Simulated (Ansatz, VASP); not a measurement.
# One calculation of ZrO2, two programs

```
Zr O
1.0
     0.00000    2.55790    2.55790
     2.55790    0.00000    2.55790
     2.55790    2.55790    0.00000
Zr O
1 2
Cartesian
  0.0000 0.0000 0.0000
  1.2789 1.2789 1.2789
  3.8368 3.8368 3.8368
```

Alike in both runs: functional PBE; k mesh 8 × 8 × 8; no spin polarisation.

Ansatz relaxed the structure, and its values are those at the end. VASP's run is a single point on that final structure, the one shown.

```csv
,VASP,Ansatz
version,VASP 6.6.1,Ansatz 0.2.0
potentials or method,"VASP PAW PBE potentials, release 64 (Zr_sv, O), cutoff 600 eV","scalar-relativistic, plane waves, PAW"
occupations,"gaussian, width 0.01 eV",fixed
valence electrons in the cell,24,24
```

```csv
,VASP,Ansatz,Ansatz less VASP
gap on the k mesh at the Fermi level (eV),3.31,3.32,+0.005
least direct gap on the mesh (eV),3.74,3.75,+0.004
pressure (GPa),0.1,0.0,-0.07
```
